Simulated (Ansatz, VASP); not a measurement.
**One calculation of InSb, two programs**

The input POSCAR:

```
InSb
1.0
    0.0000000000      3.2391000000      3.2391000000
    3.1581225000      0.0000000000      3.2391000000
    3.1581225000      3.2391000000      0.0000000000
In Sb
1 1
Direct
    0.0000000000      0.0000000000      0.0000000000
    0.7500000000      0.7500000000      0.7500000000
```

INCAR.step1

```
SYSTEM = InSb
ALGO = Normal
EDIFF = 1E-4
ENCUT = 520
GGA = PE
ISMEAR = 0
LASPH = .True.
LCHARG = .False.
LREAL = .False.
LWAVE = .True.
NBANDS = 16
NELM = 60
PREC = Accurate
SIGMA = 0.03
```

The input INCAR.step2:

```
SYSTEM = InSb
ALGO = Normal
EDIFF = 1E-6
ENCUT = 520
ISIF = 2
ISMEAR = 0
ISTART = 1
LASPH = .True.
LCHARG = .True.
LELF = .True.
LMIXTAU = .True.
LREAL = .False.
LVHAR = .True.
LWAVE = .False.
METAGGA = R2SCAN
NBANDS = 16
NELM = 60
PREC = Accurate
SIGMA = 0.03
```

KPOINTS

```
k-points
0
Gamma
  10 10 10
  0 0 0
```

Input for Ansatz:

```yaml
crystal:
  lattice:
    - [0.0, 3.2391, 3.2391]
    - [3.1581225, 0.0, 3.2391]
    - [3.1581225, 3.2391, 0.0]
  atoms:
    - { symbol: In, position: [0.0, 0.0, 0.0] }
    - { symbol: Sb, position: [0.75, 0.75, 0.75] }
basis:
  ecutwfc: 500
kpoints:
  mp_grid: { grid: [10, 10, 10] }
hamiltonian:
  xc: r2scan
scf:
  occupations: { method: gaussian, width: 0.03 }
output:
  forces: true
  stress: true
  eigenvalues: true
```

Change from the starting cell: strain -0.0250 x Voigt [1, 0, 0, 0, 0, 0], atoms carried along.

Alike in both runs: task single point; functional r2SCAN; k mesh 10 × 10 × 10; occupations gaussian, width 0.03 eV; no spin polarisation.

|  | VASP | Ansatz |
| --- | --- | --- |
| version | VASP 6.6.1 | Ansatz 0.2.0 |
| potentials or method | VASP PAW PBE potentials, release 64 (In_d, Sb), cutoff 520 eV | scalar-relativistic, plane waves, PAW |
| valence electrons in the cell | 18 | 28 |

|  | VASP | Ansatz | Ansatz less VASP |
| --- | --- | --- | --- |
| gap on the k mesh at the Fermi level (eV) | 0.31 | 0.31 | -0.001 |
| least direct gap on the mesh (eV) | 0.31 | 0.31 | -0.001 |
| pressure (GPa) | 3.1 | 3.1 | +0.01 |
| traceless stress, the component that is largest in VASP (GPa) | 0.47 | 0.47 | -0.002 |

VASP's potentials were made for PBE, not for r2SCAN. VASP's potentials hold 18 valence electrons a cell and Ansatz's 28, so a difference there can come from the potentials and not from the codes.

Spin-orbit coupling is off throughout.
